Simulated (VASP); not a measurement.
# Be: single point with PBE

The system is Be.

```
Be
1.0
     2.28530    0.00000    0.00000
    -1.14265    1.97913    0.00000
     0.00000    0.00000    3.58420
Be
2
Direct
  0.66667 0.33333 0.75000
  0.33333 0.66667 0.25000
```

```yaml
Program: VASP 6.6.1
Task: single point
Functional: PBE
Potentials_or_basis: VASP PAW PBE potentials, release 64 (Be)
Cutoff: 520 eV
k_mesh: 13 × 13 × 8
Occupations: fermi-dirac, width 0.05 eV
Spin: no spin polarisation
```

The pressure is -2.7 GPa and the band gap on the k mesh is zero (band 2 reaches 7.91 eV, above the bottom of band 3 at 6.29 eV).

Stress tensor (GPa, compression positive):
```
-2.32  0.00  0.00
 0.00 -2.32  0.00
 0.00  0.00 -3.37
```

Levels at points of the mesh, in eV from the Fermi level:
```csv
k point,band 1,band 2,band 3,band 4,band 5,band 6
"(0.00, 0.00, 0.00)",-11.07,-4.17,1.25,15.75,15.75,18.57
"(0.00, 0.00, 0.50)",-8.91,-8.91,10.77,10.77,17.39,17.39
```

It took 11 s on 1 thread of Intel Xeon 6975P-C, with other jobs on the host, peak memory 0.13 GiB.
